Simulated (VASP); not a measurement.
Wanted: the native input for a VASP 6.6.1 run.

- Task: single point
- Functional: PBEsol
- Potentials or basis: VASP PAW PBE potentials, release 64 (Sb)
- Cutoff: 520 eV
- k mesh: 13 × 13 × 13
- Occupations: fermi-dirac, width 0.1 eV
- Spin: no spin polarisation
- Dipole correction: no
- Further INCAR settings: ALGO = Normal; EDIFF = 1e-06; NBANDS = 8

The structure of Sb lies in POSCAR:

```
Sb
1.0
    0.0000000000      2.4174822598      2.4174822598
    2.4174822598      0.0000000000      2.4174822598
    2.4174822598      2.4174822598      0.0000000000
Sb
1
Direct
    0.0000000000      0.0000000000      0.0000000000
```

This cell differs from its parent crystal: volume scaled by 1.08.

These files were run (other wordings do the same):

INCAR

```
ALGO = Normal ; EDIFF = 1E-6
ENCUT = 520 ; GGA = PS
ISIF = 2 ; ISMEAR = -1
LASPH = T ; LCHARG = T
LELF = T ; LREAL = F
LVHAR = T ; LWAVE = F
NBANDS = 8 ; NELM = 60
PREC = Accurate ; SIGMA = 0.1
```

KPOINTS

```
k-points
0
Gamma
  13 13 13
```

Potentials or basis: VASP PAW PBE potentials, release 64 (Sb).

Launch:

```bash
$ cat potpaw_PBE.64/Sb/POTCAR > POTCAR
$ mpirun -np 1 vasp_std > vasp.out
```

Results of the run:

```yaml
Pressure: -4.3 GPa
```

Caveat: the PAW data sets were made with another functional, which shifts forces and pressure a little.

It took 24 s on 1 thread of Intel Xeon 8259CL, on a shared host, peak memory 0.16 GiB.
